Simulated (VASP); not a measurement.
Write the native input for VASP 6.6.1 that does the following.

- Task: single point
- Functional: LDA
- Potentials or basis: VASP PAW LDA potentials, release 64 (Al, N)
- Cutoff: 520 eV
- k mesh: 11 × 11 × 11
- Occupations: fermi-dirac, width 0.05 eV
- Spin: no spin polarisation
- Dipole correction: no
- Further INCAR settings: ALGO = Normal; EDIFF = 1e-07; NBANDS = 11

The structure of AlN lies in POSCAR:

```
AlN
1.0
    0.0000000000      2.0345180000      2.0345180000
    2.0345180000      0.0000000000      2.0345180000
    2.0345180000      2.0345180000      0.0000000000
Al N
1 1
Direct
    0.5000000000      0.5000000000      0.5000000000
    0.0000000000      0.0000000000      0.0000000000
```

These files were run (other wordings do the same):

INCAR

```
PREC     = Accurate       # precision mode
ENCUT    = 520            # plane-wave cutoff, eV
EDIFF    = 1E-7           # SCF threshold, eV
ISMEAR   = -1             # smearing method
SIGMA    = 0.05           # smearing width, eV
LREAL    = F              # projectors in reciprocal space
LASPH    = T              # aspherical terms in the spheres
NELM     = 80             # most SCF steps
ALGO     = Normal         # electronic algorithm
ISIF     = 2              # what is computed and relaxed
LWAVE    = F              # write WAVECAR
LCHARG   = F              # write CHGCAR
GGA      = CA             # functional
NBANDS   = 11             # bands
```

KPOINTS

```
Automatic mesh
0
Gamma
  11 11 11
```

Potentials or basis: VASP PAW LDA potentials, release 64 (Al, N).

Run with:

```bash
$ cat potpaw_LDA.64/Al/POTCAR potpaw_LDA.64/N/POTCAR > POTCAR
$ mpirun -np 1 vasp_std > vasp.out
```

It gave:

* Pressure: -10.4 GPa
* Band gap on the k mesh: 4.41 eV, indirect (least direct gap 5.50 eV)

It took 5.3 s on 1 thread of Intel(R) Xeon(R) 6975P-C (Granite Rapids) (shared host), peak memory 0.12 GiB.
